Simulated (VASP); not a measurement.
The system is Al4P.

```
CELL_PARAMETERS angstrom
-2.86683 2.86683 2.86683
2.86683 -2.86683 2.86683
2.86683 2.86683 -2.86683
ATOMIC_POSITIONS crystal
Al 0.00000 0.63058 0.00000
Al 0.36942 0.36942 0.36942
Al 0.00000 0.00000 0.63058
Al 0.63058 0.00000 0.00000
P 0.00000 0.00000 0.00000
```

| Item | Value |
| --- | --- |
| Program | VASP 6.6.1 |
| Task | relaxation of cell and atoms |
| Functional | PBE |
| Potentials or basis | VASP PAW PBE potentials, release 64 (Al, P) |
| Cutoff | 600 eV |
| k mesh | 4 × 4 × 4 |
| Occupations | gaussian, width 0.1 eV |
| Spin | no spin polarisation |

At the start: pressure 48.4 GPa; volume 18.85 Å³/atom.

Where does the relaxation end?

Over 20 steps the energy falls by 2177.6 meV/atom and the volume is 19.35 Å³/atom (+2.7 %); space group Im-3m (No. 229, to 0.05 Å).

The path:
| step | energy change (eV) | largest force (eV/Å) | pressure (GPa) | volume (Å³) |
| --- | --- | --- | --- | --- |
| 1 | 0.0000 | 12.9707 | 48.37 | 94.25 |
| 2 | -5.8085 | 0.0504 | -7.40 | 195.14 |
| 3 | -9.1893 | 0.3986 | -7.09 | 133.77 |
| 4 | -9.2743 | 0.5623 | -6.36 | 130.92 |
| 5 | -9.3469 | 1.1697 | -3.58 | 123.40 |
| 6 | -9.3542 | 1.0345 | -4.20 | 124.78 |
| 7 | -9.3521 | 1.0982 | -3.91 | 124.12 |
| 8 | -9.7694 | 1.2453 | -2.96 | 115.26 |
| 9 | -10.3864 | 1.3550 | 7.19 | 91.25 |
| 10 | -10.5703 | 0.9341 | 6.78 | 90.30 |
| 11 | -10.6944 | 0.0261 | 7.66 | 88.14 |
| 12 | -10.7034 | 0.2224 | 7.24 | 88.60 |
| 13 | -10.8399 | 0.1866 | 3.15 | 92.88 |
| 14 | -10.8780 | 0.1508 | -0.51 | 97.87 |
| 15 | -10.8793 | 0.1557 | -0.02 | 97.12 |
| 16 | -10.8793 | 0.1570 | 0.09 | 96.94 |
| 17 | -10.8814 | 0.1372 | 0.10 | 96.92 |
| 18 | -10.8860 | 0.0783 | 0.11 | 96.86 |
| 19 | -10.8876 | 0.0402 | 0.19 | 96.72 |
| 20 | -10.8882 | 0.0017 | 0.15 | 96.77 |

Final structure:
```cif
data_structure
_symmetry_space_group_name_H-M 'P 1'
_symmetry_Int_Tables_number 1
_cell_length_a 5.0094
_cell_length_b 5.0094
_cell_length_c 5.0094
_cell_angle_alpha 109.471
_cell_angle_beta 109.471
_cell_angle_gamma 109.471
_cell_volume 96.77
loop_
_atom_site_label
_atom_site_type_symbol
_atom_site_fract_x
_atom_site_fract_y
_atom_site_fract_z
_atom_site_occupancy
Al1 Al 0.00000 0.50006 0.00000 1
Al2 Al 0.49994 0.49994 0.49994 1
Al3 Al 0.00000 0.00000 0.50006 1
Al4 Al 0.50006 0.00000 0.00000 1
P1 P 0.00000 0.00000 0.00000 1
```

Caveat: the k points lie up to 0.38 Å⁻¹ apart in the final cell.
